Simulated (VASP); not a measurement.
# SrRhN2 in VASP: single point with PBE

Aim: the single point of SrRhN2 with PBE.

All numbers are computed with VASP 6.6.1; they aren't measurements. Logs are shortened: lines on timing, memory, paths and dates and some standing lists are left out, and cuts for length are marked.

### 1 The cell of the first run

The cell holds a sheet with vacuum, 4 atoms: a = 3.434 Å, b = 3.434 Å, c = 17.000 Å, α = 90.00°, β = 90.00°, γ = 90.00°.

The cell was generated, and may not be a known phase.

### 2 Single point, PBE, collinear spin, ferromagnetic start

Input file INCAR:

```
SYSTEM = SrRhN2
ALGO = Fast ; DIPOL = 0.5 0.5 0.500
EDIFF = 1E-7 ; ENCUT = 520
GGA = PE ; IDIPOL = 3
ISIF = 2 ; ISMEAR = 0
ISPIN = 2 ; LASPH = .True.
LCHARG = .False. ; LDIPOL = .True.
LMAXMIX = 4 ; LORBIT = 11
LREAL = .False. ; LWAVE = .False.
MAGMOM = 0 1 0 0 ; NBANDS = 30
NELM = 150 ; PREC = Accurate
SIGMA = 0.1
```

Input file KPOINTS:

```
k-points
0
Gamma
  6 6 1
  0 0 0
```

Input file POSCAR:

```
SrRhN2
1.0
    3.4338430000      0.0000000000      0.0000000000
    0.0000000000      3.4338430000      0.0000000000
    0.0000000000      0.0000000000     17.0000000000
Sr Rh N
1 1 2
Direct
    0.5000000000      0.5000000000      0.5000000000
    0.0000000000      0.0000000000      0.5000000000
    0.0000000000      0.0000000000      0.5851440000
    0.0000000000      0.0000000000      0.4148560000
```

Potentials or basis: VASP PAW PBE potentials, release 64 (Sr_sv, Rh_pv, N).

Run with:

```
> cat potpaw_PBE.64/Sr_sv/POTCAR potpaw_PBE.64/Rh_pv/POTCAR potpaw_PBE.64/N/POTCAR > POTCAR
> mpirun -np 1 vasp_std > vasp.out
```

OUTCAR:

```text
SYSTEM = SrRhN2
   EDIFF = 1E-7
   ENCUT = 520
   GGA = PE
   ISIF = 2
   ISMEAR = 0
   ISPIN = 2
   LASPH = .True.
   LORBIT = 11
   LREAL = .False.
   NELM = 150
   PREC = Accurate

 ion  position               nearest neighbor table
   1  0.500  0.500  0.500-   2 2.43   2 2.43   2 2.43   2 2.43   3 2.83   4 2.83   4 2.83   3 2.83
                             4 2.83   3 2.83   3 2.83   4 2.83
   2  0.000  0.000  0.500-   3 1.45   4 1.45   1 2.43   1 2.43   1 2.43   1 2.43
   3  0.000  0.000  0.585-   2 1.45   1 2.83   1 2.83   1 2.83   1 2.83
   4  0.000  0.000  0.415-   2 1.45   1 2.83   1 2.83   1 2.83   1 2.83

  LATTYP: Found a simple tetragonal cell.
 ALAT       =     3.4338430000
 C/A-ratio  =     4.9507213929

  Lattice vectors:

 A1 = (   3.4338430000,   0.0000000000,   0.0000000000)
 A2 = (   0.0000000000,   3.4338430000,   0.0000000000)
 A3 = (   0.0000000000,   0.0000000000,  17.0000000000)

Analysis of symmetry for initial positions (statically):
=====================================================================
 Subroutine PRICEL returns:
 Original cell was already a primitive cell.

 Routine SETGRP: Setting up the symmetry group for a
 simple tetragonal supercell.

 Subroutine GETGRP returns: Found 16 space group operations
 (whereof 16 operations were pure point group operations)
 out of a pool of 16 trial point group operations.

The static configuration has the point symmetry D_4h.

Analysis of symmetry for dynamics (positions and initial velocities):
=====================================================================
 Subroutine PRICEL returns:
 Original cell was already a primitive cell.

 Routine SETGRP: Setting up the symmetry group for a
 simple tetragonal supercell.

 Subroutine GETGRP returns: Found 16 space group operations
 (whereof 16 operations were pure point group operations)
 out of a pool of 16 trial point group operations.

The dynamic configuration has the point symmetry D_4h.

Analysis of structural, dynamic, and magnetic symmetry:
=====================================================================
 Subroutine PRICEL returns:
 Original cell was already a primitive cell.

 Routine SETGRP: Setting up the symmetry group for a
 simple tetragonal supercell.

 Subroutine GETGRP returns: Found 16 space group operations
 (whereof 16 operations were pure point group operations)
 out of a pool of 16 trial point group operations.

The overall configuration has the point symmetry D_4h.

 Subroutine INISYM returns: Found 16 space group operations
 (whereof 16 operations are pure point group operations),
 and found     1 'primitive' translations

----------------------------------------------------------------------------------------

                                     Primitive cell

  volume of cell :     200.4517

  direct lattice vectors                    reciprocal lattice vectors
     3.433843000  0.000000000  0.000000000     0.291218905  0.000000000  0.000000000
     0.000000000  3.433843000  0.000000000     0.000000000  0.291218905  0.000000000
     0.000000000  0.000000000 17.000000000     0.000000000  0.000000000  0.058823529

  length of vectors
     3.433843000  3.433843000 17.000000000     0.291218905  0.291218905  0.058823529

  position of ions in fractional coordinates (direct lattice)
     0.500000000  0.500000000  0.500000000
     0.000000000  0.000000000  0.500000000
     0.000000000  0.000000000  0.585144000
     0.000000000  0.000000000  0.414856000

  ion indices of the primitive-cell ions
   primitive index   ion index
                 1           1
                 2           2
                 3           3
                 4           4

----------------------------------------------------------------------------------------

 KPOINTS: k-points

Automatic generation of k-mesh.
 Grid dimensions read from file:
 generate k-points for:    6    6    1
[... 23 lines left out ...]
  0.333333  0.000000  0.000000      4.000000
  0.500000  0.000000  0.000000      2.000000
  0.166667  0.166667  0.000000      4.000000
  0.333333  0.166667  0.000000      8.000000
  0.500000  0.166667  0.000000      4.000000
  0.333333  0.333333  0.000000      4.000000
  0.500000  0.333333  0.000000      4.000000
  0.500000  0.500000  0.000000      1.000000
   k-points           NKPTS =     10   k-points in BZ     NKDIM =     10   number of bands    NBANDS=     30
   number of dos      NEDOS =    301   number of ions     NIONS =      4
   total plane-waves  NPLWV =  98784
   dimension x,y,z NGX =    28 NGY =   28 NGZ =  126
   dimension x,y,z NGXF=    56 NGYF=   56 NGZF=  252
   ions per type =               1   1   2
   NGX,Y,Z   is equivalent  to a cutoff of  13.56, 13.56, 12.32 a.u.
   NGXF,Y,Z  is equivalent  to a cutoff of  27.11, 27.11, 24.64 a.u.
 SYSTEM =  SrRhN2
   PREC   = accura    normal or accurate (medium, high low for compatibility)
   ISTART =      0    job   : 0-new  1-cont  2-samecut
   ICHARG =      2    charge: 1-file 2-atom 10-const
   ISPIN  =      2    spin polarized calculation?
   LNONCOLLINEAR =      F non collinear calculations
   LSORBIT =      F    spin-orbit coupling
   LASPH  =      T    aspherical Exc in radial PAW
   ENCUT  =  520.0 eV  38.22 Ry    6.18 a.u.   6.38  6.38 31.61*2*pi/ulx,y,z
   NELM   =    150;   NELMIN=  2; NELMDL= -5     # of ELM steps
   EDIFF  = 0.1E-06   stopping-criterion for ELM
   LREAL  =      F    real-space projection
   EDIFFG = 0.1E-05   stopping-criterion for IOM
   NSW    =      0    number of steps for IOM
   IBRION =     -1    ionic relax: 0-MD 1-quasi-New 2-CG
   NFREE  =      0    steps in history (QN), initial steepest desc. (CG)
   ISIF   =      2    stress and relaxation
   ISYM   =      2    0-nonsym 1-usesym 2-fastsym
   POTIM  = 0.5000    time-step for ionic-motion
   TEBEG  =    0.0;   TEEND  =   0.0 temperature during run
   PSTRESS=    0.0 pullay stress
   NELECT =      35.0000    total number of electrons
   NUPDOWN=      -1.0000    fix difference up-down
   EMIN   =  10.00;   EMAX   =-10.00  energy-range for DOS
   EFERMI =   0.00;   METHOD = LEGACY
   ISMEAR =     0;   SIGMA  =   0.10  broadening in eV -4-tet -1-fermi 0-gaus
   EFERMI_NEDOS =   21; number of points for ismear=-14 and -15
   IALGO  =     68    algorithm
   IMIX   =      4    mixing-type and parameters
     AMIX     =   0.40;   BMIX     =  1.00
     AMIX_MAG =   1.60;   BMIX_MAG =  1.00
  volume/ion in A,a.u.               =      50.11       338.18
  Fermi-wavevector in a.u.,A,eV,Ry     =   0.915014  1.729125 11.391478  0.837250
  Thomas-Fermi vector in A             =   2.039707
   LORBIT       =     11    0 simple, 1 ext, 2 COOP (PROOUT), +10 PAW based schemes
   GGA     = PE    functional components
   LHFCALC =     F    Hartree Fock is set to
   AEXX    =    0.0000 exact exchange contribution
   IVDW    =     0    specifies the selected vdW correction
   LEPSILON=     F    determine dielectric tensor
   LRPA    =     F    only Hartree local field effects (RPA)
 spin polarized calculation
 RMM-DIIS sequential band-by-band and
 Gauss-broadening in eV      SIGMA  =   0.10
  energy-cutoff  :      520.00
  volume of cell :      200.45
 maximum number of plane-waves:      5424
 NGX is ok and might be reduce to    28
   NGX = 13   NGY = 13   NGZ = 63

 number of electron      35.0000007 magnetization       0.8886368

 dipolmoment           0.000000      0.000000     -0.000000 electrons x Angstroem

 Free energy of the ion-electron system (eV)
  ---------------------------------------------------
  ext. energy  EPLUGINS =         0.00000000
  ---------------------------------------------------
  free energy    TOTEN  =        -9.72142196 eV

  energy without entropy =       -9.70942994  energy(sigma->0) =       -9.71542595

 E-fermi :  -1.6715     XC(G=0):  -3.7282

 val. band max:       -1.6808513156   @ k =   0.1667   0.1667   0.0000
 cond. band min:      -1.6280267127   @ k =   0.3333   0.0000   0.0000
 fundamental gap:      0.0528246029
 Fermi energy:        -1.6714794912

 spin component 1

 k-point     1 :       0.0000    0.0000    0.0000
  band No.  band energies     occupation
      1     -54.1731      1.00000
      2     -51.1670      1.00000
      3     -51.1670      1.00000
      4     -37.4152      1.00000
      5     -20.6237      1.00000
      6     -19.5745      1.00000
[... 309 lines left out ...]
     28       8.1656      0.00000
     29       8.1656      0.00000
 Fermi energy:        -1.6714794912

 spin component 2

 k-point     1 :       0.0000    0.0000    0.0000
  band No.  band energies     occupation
      1     -54.0017      1.00000
      2     -51.1452      1.00000
      3     -51.1452      1.00000
      4     -37.3998      1.00000
      5     -20.0827      1.00000
      6     -19.5575      1.00000
[... 309 lines left out ...]
     28       8.2960      0.00000
     29       8.2960      0.00000
 [bands above 29 left out]

------------------------ aborting loop because EDIFF is reached ----------------------------------------

 vacuum level on the upper side and lower side of the slab       (xc-potential included)         0.006         0.006

  FORCE on cell =-STRESS in cart. coord.  units (eV):
  Direction    XX          YY          ZZ          XY          YZ          ZX
  --------------------------------------------------------------------------------------
  -------------------------------------------------------------------------------------
  Total       29.6964394     29.6964394     84.6238307      0.0000000     -0.0000000     -0.0000000
  in kB      237.3587093    237.3587093    676.3842283      0.0000000     -0.0000000     -0.0000000
  external PRESSURE =     383.7005490 kB  Pullay stress =       0.0000000 kB

 VOLUME and BASIS-vectors are now :
 -----------------------------------------------------------------------------
  energy-cutoff  :      520.00
  volume of cell :      200.45
      direct lattice vectors                 reciprocal lattice vectors
     3.433843000  0.000000000  0.000000000     0.291218905  0.000000000  0.000000000
     0.000000000  3.433843000  0.000000000     0.000000000  0.291218905  0.000000000
     0.000000000  0.000000000 17.000000000     0.000000000  0.000000000  0.058823529

 POSITION                                       TOTAL-FORCE (eV/Angst)
 -----------------------------------------------------------------------------------
      1.71692      1.71692      8.50000         0.000000     -0.000000      0.000000
      0.00000      0.00000      8.50000         0.000000     -0.000000      0.000000
      0.00000      0.00000      9.94745         0.000000      0.000000     29.276266
      0.00000      0.00000      7.05255        -0.000000      0.000000    -29.276266
 -----------------------------------------------------------------------------------
    total drift:                               -0.000000     -0.000000      0.000000

  FREE ENERGIE OF THE ION-ELECTRON SYSTEM (eV)
  ---------------------------------------------------
  free  energy   TOTEN  =        -9.7214219631 eV

  energy  without entropy=       -9.7094299443  energy(sigma->0) =       -9.71542595

 vacuum level on the upper side and lower side of the slab         3.357         3.357

 total charge

# of ion       s       p       d       tot
------------------------------------------
    1        2.092   5.887   0.665   8.644
    2        0.987   7.131   8.021  16.139
    3        1.370   2.493   0.000   3.863
    4        1.370   2.493   0.000   3.863
--------------------------------------------------
tot          5.819  18.004   8.685  32.509

 magnetization (x)

# of ion       s       p       d       tot
------------------------------------------
    1       -0.001   0.009   0.014   0.023
    2        0.049   0.253  -0.003   0.300
    3        0.007   0.288   0.000   0.295
    4        0.007   0.288   0.000   0.295
--------------------------------------------------
tot          0.064   0.838   0.011   0.913
```

It took 7.4 min on 1 thread of Oxide Virtual Turin-like, shared host; peak memory 0.39 GiB.

Results:

```yaml
Free_energy: -9.7214 eV
Largest_force: 29.276 eV/Å
Net_moment: 0.89 μB per cell
Site_moments: Sr +0.02; Rh +0.30; N +0.29 μB
Valence_electrons_inside_the_program's_atomic_spheres: Sr 8.64; Rh 16.14; N 3.86
```

Forces in eV/Å, atoms in the order of the input:
```
Sr    0.000   0.000   0.000
Rh    0.000   0.000   0.000
N     0.000   0.000  29.276
N     0.000   0.000 -29.276
```

Caveat: atoms lie so close that the PAW spheres overlap strongly, which falsifies energies and pressures; a moment this small can come from the mesh or the smearing.
